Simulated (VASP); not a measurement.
**TePb: vibrations by perturbation theory with PBE**

TePb:

```xyz
2
Lattice="4.0023 0.0000 0.0000 0.0000 4.0023 0.0000 0.0000 0.0000 4.0023" Properties=species:S:1:pos:R:3 pbc="T T T"
Pb    0.0000    0.0000    0.0000
Te    2.0011    2.0011    2.0011
```

```json
{"Program": "VASP 6.6.1", "Task": "vibrations by perturbation theory", "Functional": "PBE", "Potentials or basis": "VASP PAW PBE potentials, release 64 (Pb_d, Te)", "Cutoff": "520 eV", "k mesh": "5 × 5 × 5", "Occupations": "fermi-dirac, width 0.05 eV", "Spin": "no spin polarisation", "Dipole correction": "no", "Further INCAR settings": "ALGO = Normal; EDIFF = 1e-08; NBANDS = 17; IBRION = 8; NSW = 1"}
```

```
Highest phonon frequency at Γ, LO-TO splitting left out : 0 cm⁻¹
Most unstable mode                                      : 29i cm⁻¹
```

Phonon frequencies in cm⁻¹ (negative: imaginary):
| q point | frequencies |
| --- | --- |
| (0.000, 0.000, 0.000) | -29 -29 -29 0 0 0 |

Run time: 110 s on 1 thread of Intel Xeon 6975P-C, on a shared host, peak memory 0.21 GiB.

Caveat: some modes are imaginary.
